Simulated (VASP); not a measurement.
The system is Si4C3.

```xyz
14
Lattice="8.2900 0.0000 0.0000 -4.1450 7.1794 0.0000 0.0000 0.0000 3.1700" Properties=species:S:1:pos:R:3 pbc="T T T"
Si    4.1450    2.3931    2.3775
Si    1.1191    2.3692    2.3775
Si    1.5337    6.9640    2.3775
Si   -2.6528    5.0255    2.3775
Si    0.0000    4.7862    0.7925
Si    6.7978    2.1538    0.7925
Si    2.6113    0.2154    0.7925
Si    3.0258    4.8102    0.7925
C     2.6445    1.2492    2.3775
C     3.9046    4.2645    2.3775
C     5.8859    1.6656    2.3775
C     0.2404    2.9148    0.7925
C    -1.7409    5.5137    0.7925
C     1.5005    5.9301    0.7925
```

```yaml
Program: VASP 6.6.1
Task: relaxation of cell and atoms
Functional: PBE
Potentials_or_basis: VASP PAW PBE potentials, release 64 (Si, C)
Cutoff: 600 eV
k_mesh: 3 × 3 × 5
Occupations: gaussian, width 0.2 eV
Spin: no spin polarisation
```

At the start: pressure -3.2 GPa; volume 13.48 Å³/atom.

Problem. Where does the relaxation end?

Solution. Over 18 steps the energy falls by 297.2 meV/atom and the volume is 12.71 Å³/atom (-5.7 %); space group P6_3/m (No. 176, to 0.05 Å).

The path:
| step | energy change (eV) | largest force (eV/Å) | pressure (GPa) | volume (Å³) |
| --- | --- | --- | --- | --- |
| 1 | 0.0000 | 0.8282 | -3.22 | 188.67 |
| 2 | -0.5488 | 1.5076 | 3.10 | 181.32 |
| 3 | -0.7317 | 2.4237 | 12.99 | 172.18 |
| 4 | -0.8158 | 2.4761 | 13.51 | 171.65 |
| 5 | -1.0398 | 2.5367 | 15.03 | 170.07 |
| 6 | -1.2763 | 2.4250 | 17.99 | 166.91 |
| 7 | -1.6752 | 2.2440 | 15.48 | 168.30 |
| 8 | -2.5524 | 1.8566 | 8.63 | 172.53 |
| 9 | -2.9175 | 2.5047 | -2.07 | 181.19 |
| 10 | -2.9967 | 2.0038 | 0.63 | 178.66 |
| 11 | -3.2704 | 1.6498 | -0.72 | 179.63 |
| 12 | -3.7170 | 1.0682 | -4.04 | 182.55 |
| 13 | -3.7567 | 1.0547 | -5.01 | 183.62 |
| 14 | -3.9222 | 0.8736 | -3.30 | 181.34 |
| 15 | -4.0764 | 0.3647 | 1.18 | 176.35 |
| 16 | -4.1167 | 0.2104 | 0.97 | 176.63 |
| 17 | -4.1511 | 0.2329 | 0.54 | 177.22 |
| 18 | -4.1607 | 0.0459 | 0.02 | 177.88 |

Final structure:
```cif
data_structure
_symmetry_space_group_name_H-M 'P 1'
_symmetry_Int_Tables_number 1
_cell_length_a 8.2783
_cell_length_b 8.2783
_cell_length_c 2.9972
_cell_angle_alpha 90.000
_cell_angle_beta 90.000
_cell_angle_gamma 120.000
_cell_volume 177.88
loop_
_atom_site_label
_atom_site_type_symbol
_atom_site_fract_x
_atom_site_fract_y
_atom_site_fract_z
_atom_site_occupancy
Si1 Si 0.66667 0.33333 0.75000 1
Si2 Si 0.34016 0.38069 0.75000 1
Si3 Si 0.61931 0.95947 0.75000 1
Si4 Si 0.04053 0.65984 0.75000 1
Si5 Si 0.33333 0.66667 0.25000 1
Si6 Si 0.95947 0.34016 0.25000 1
Si7 Si 0.38069 0.04053 0.25000 1
Si8 Si 0.65984 0.61931 0.25000 1
C1 C 0.40054 0.18883 0.75000 1
C2 C 0.78829 0.59946 0.75000 1
C3 C 0.81117 0.21171 0.75000 1
C4 C 0.21171 0.40054 0.25000 1
C5 C 0.18883 0.78829 0.25000 1
C6 C 0.59946 0.81117 0.25000 1
```

Caveat: the k points lie up to 0.42 Å⁻¹ apart in the final cell; the relaxation stopped at a loose force limit of 0.08 eV/Å, so its end isn't a converged minimum.
